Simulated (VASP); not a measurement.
Wanted: the native input for a VASP 6.6.1 run.

```yaml
Task: single point
Functional: r2SCAN
Potentials_or_basis: VASP PAW PBE potentials, release 64 (Al)
Cutoff: 520 eV
k_mesh: 13 × 13 × 13
Occupations: fermi-dirac, width 0.1 eV
Spin: no spin polarisation
Dipole_correction: no
Further_INCAR_settings: ALGO = Normal; EDIFF = 1e-06; NBANDS = 8
```

Crystal: Al.

```
Al
1.0
     2.81029    0.00000    0.00000
     0.00000    2.81029    0.00000
     0.00000    0.00000    2.81029
Al
1
Direct
  0.00000 0.00000 0.00000
```

This isn't the form of Al at room conditions, which is fcc.

One way to write it, as run:

POSCAR

```
Al
1.0
    2.8102939202      0.0000000000      0.0000000000
    0.0000000000      2.8102939202      0.0000000000
    0.0000000000      0.0000000000      2.8102939202
Al
1
Direct
    0.0000000000      0.0000000000      0.0000000000
```

INCAR.step1

```
PREC     = Accurate       # precision mode
ENCUT    = 520            # plane-wave cutoff, eV
ISMEAR   = -1             # smearing method
SIGMA    = 0.1            # smearing width, eV
LREAL    = F              # projectors in reciprocal space
LASPH    = T              # aspherical terms in the spheres
NELM     = 80             # most SCF steps
NBANDS   = 8              # bands
GGA      = PE             # functional
ALGO     = Normal         # electronic algorithm
EDIFF    = 1E-4           # SCF threshold, eV
LWAVE    = T              # write WAVECAR
LCHARG   = F              # write CHGCAR
```

INCAR.step2

```
PREC     = Accurate       # precision mode
ENCUT    = 520            # plane-wave cutoff, eV
EDIFF    = 1E-6           # SCF threshold, eV
ISMEAR   = -1             # smearing method
SIGMA    = 0.1            # smearing width, eV
LREAL    = F              # projectors in reciprocal space
LASPH    = T              # aspherical terms in the spheres
NELM     = 80             # most SCF steps
ALGO     = Normal         # electronic algorithm
ISIF     = 2              # what is computed and relaxed
LWAVE    = F              # write WAVECAR
LCHARG   = F              # write CHGCAR
METAGGA  = R2SCAN         # meta-GGA
LMIXTAU  = T            
NBANDS   = 8              # bands
ISTART   = 1
```

KPOINTS

```
regular mesh
0
Gamma
  13 13 13
```

Potentials or basis: VASP PAW PBE potentials, release 64 (Al).

Run with:

```console
$ cat potpaw_PBE.64/Al/POTCAR > POTCAR
$ cp INCAR.step1 INCAR
$ mpirun -np 1 vasp_std > vasp.out
$ cp INCAR.step2 INCAR
$ mpirun -np 1 vasp_std > vasp.out
```

It gave:

- Pressure: -5.4 GPa
- Band gap on the k mesh: zero (an odd number of electrons rules out a gap without spin polarisation)

Caveat: the cell stands under tension; the PAW data sets were made with another functional, which shifts forces and pressure a little.

Run time: 39 s on 1 thread of Intel Xeon 8259CL (shared host), peak memory 0.14 GiB.
